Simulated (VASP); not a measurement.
CuO:

```
CELL_PARAMETERS angstrom
2.34465 -1.71340 0.00000
2.34465 1.71340 0.00000
-0.86055 0.00000 5.05944
ATOMIC_POSITIONS crystal
Cu 0.00320 0.49680 0.00000
Cu 0.49680 0.00320 0.50000
O 0.57140 0.40560 0.25370
O 0.40560 0.57140 0.75370
```

Base run:

```yaml
Program: VASP 6.6.1
Functional: PBEsol
Potentials_or_basis: VASP PAW PBE potentials, release 64 (Cu, O)
Cutoff: 520 eV
k_mesh: 16 × 16 × 8
Occupations: tetrahedron
Spin: no spin polarisation
```

Its results: band gap on the k mesh zero (bands 17 and 18 overlap by 0.73 eV); pressure -2.1 GPa; largest force 0.746 eV/Å.

Q: After a change of settings the same cell gave: band gap on the k mesh zero (bands 17 and 18 overlap by 0.76 eV); pressure 1.3 GPa; largest force 0.729 eV/Å. Which change was it?
A. occupations from tetrahedron to fermi-dirac, width 0.5 eV
B. occupations from tetrahedron to gaussian, width 0.05 eV; further incar settings from ALGO = Normal; EDIFF = 1e-06; NBANDS = 25 to ALGO = Normal; EDIFF = 1e-07; NBANDS = 25
C. occupations from tetrahedron to methfessel-paxton, width 0.05 eV

A: A.

Caveats: the PAW data sets were made with another functional, which shifts forces and pressure a little; semilocal functionals often make such compounds metallic where correlation or magnetic order opens a gap, which also shifts bond lengths; tetrahedron occupations give inexact forces and stress in metals (at least some runs); so wide a smearing shifts energies and pressures (at least some runs).
